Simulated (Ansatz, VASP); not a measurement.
One calculation of TePb, two programs

The input INCAR:

```
SYSTEM = TePb
ALGO = Normal
EDIFF = 1E-6
ENCUT = 500
GGA = PE
GGA_COMPAT = .False.
ISIF = 2
ISMEAR = 0
LASPH = .True.
LCHARG = .True.
LELF = .True.
LREAL = .False.
LVHAR = .True.
LWAVE = .False.
NBANDS = 94
NELM = 120
PREC = Accurate
SIGMA = 0.02
```

KPOINTS

```
k-points
0
Gamma
  2 2 2
  0 0 0
```

Contents of POSCAR:

```
TePb
1.0
    0.0000000000      6.4620000000      6.4620000000
    6.4620000000      0.0000000000      6.4620000000
    6.4620000000      6.4620000000      0.0000000000
Te Pb
8 8
Direct
    0.2500000000      0.2500000000      0.2500000000
    0.2500000000      0.2500000000      0.7500000000
    0.2500000000      0.7500000000      0.2500000000
    0.2500000000      0.7500000000      0.7500000000
    0.7500000000      0.2500000000      0.2500000000
    0.7500000000      0.2500000000      0.7500000000
    0.7500000000      0.7500000000      0.2500000000
    0.7500000000      0.7500000000      0.7500000000
    0.0000000000      0.0000000000      0.0000000000
    0.0000000000      0.0000000000      0.5000000000
    0.0000000000      0.5000000000      0.0000000000
    0.0000000000      0.5000000000      0.5000000000
    0.5000000000      0.0000000000      0.0000000000
    0.5000000000      0.0000000000      0.5000000000
    0.5000000000      0.5000000000      0.0000000000
    0.5000000000      0.5000000000      0.5000000000
```

Input for Ansatz:

```yaml
crystal:
  lattice:
    - [0.0, 3.231, 3.231]
    - [3.231, 0.0, 3.231]
    - [3.231, 3.231, 0.0]
  atoms:
    - { symbol: Te, position: [0.5, 0.5, 0.5] }
    - { symbol: Pb, position: [0.0, 0.0, 0.0] }
  supercell: [2, 2, 2]
basis:
  ecutwfc: 462.593566181796
kpoints:
  mp_grid:
    grid: [2, 2, 2]
hamiltonian:
  xc: pbe
scf:
  occupations:
    method: gaussian
    width: 0.02
output:
  eigenvalues: true
```

Alike in both runs: task single point; functional PBE; k mesh 2 × 2 × 2; occupations gaussian, width 0.02 eV; no spin polarisation.

|  | VASP | Ansatz |
| --- | --- | --- |
| version | VASP 6.6.1 | Ansatz 0.2.0 |
| potentials or method | VASP PAW PBE potentials, release 64 (Te, Pb_d), cutoff 500 eV | plane waves, PAW |
| valence electrons in the cell | 160 | 240 |

|  | VASP | Ansatz | Ansatz less VASP |
| --- | --- | --- | --- |
| gap on the k mesh at the Fermi level (eV) | 0.73 | 0.73 | -0.004 |

VASP's potentials hold 160 valence electrons a cell and Ansatz's 240, so a difference there can come from the potentials and not from the codes.

The k mesh is coarse, so the values compare programs but aren't converged. Neither program's run includes spin-orbit coupling.
